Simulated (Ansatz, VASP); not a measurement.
## Two plane-wave programs on AlN

```
CELL_PARAMETERS angstrom
-0.02685 2.18437 2.21156
2.18908 -0.00605 2.19076
2.19130 2.16578 -0.00827
ATOMIC_POSITIONS crystal
Al 0.98301 0.01143 0.02223
N 0.77245 0.73575 0.76017
```

Alike in both runs: task single point; functional PBE; k mesh 6 × 6 × 6; no spin polarisation.

|  | VASP | Ansatz |
| --- | --- | --- |
| version | VASP 6.6.1 | Ansatz 0.2.0 |
| potentials or method | VASP PAW PBE potentials, release 64 (Al, N), cutoff 600 eV | plane waves, PAW |
| occupations | gaussian, width 0.01 eV | fixed |
| valence electrons in the cell | 8 | 8 |

```tsv
	VASP	Ansatz	Ansatz less VASP
pressure (GPa)	3.0	3.4	+0.37
traceless stress, the component that is largest in VASP (GPa)	-5.86	-5.84	+0.024
rms of the force components (eV/Å)	0.778	0.776	-0.0019
```

Atom by atom the forces differ by 0.002 eV/Å (rms over components). Ansatz's warnings: stress scf threshold loose.
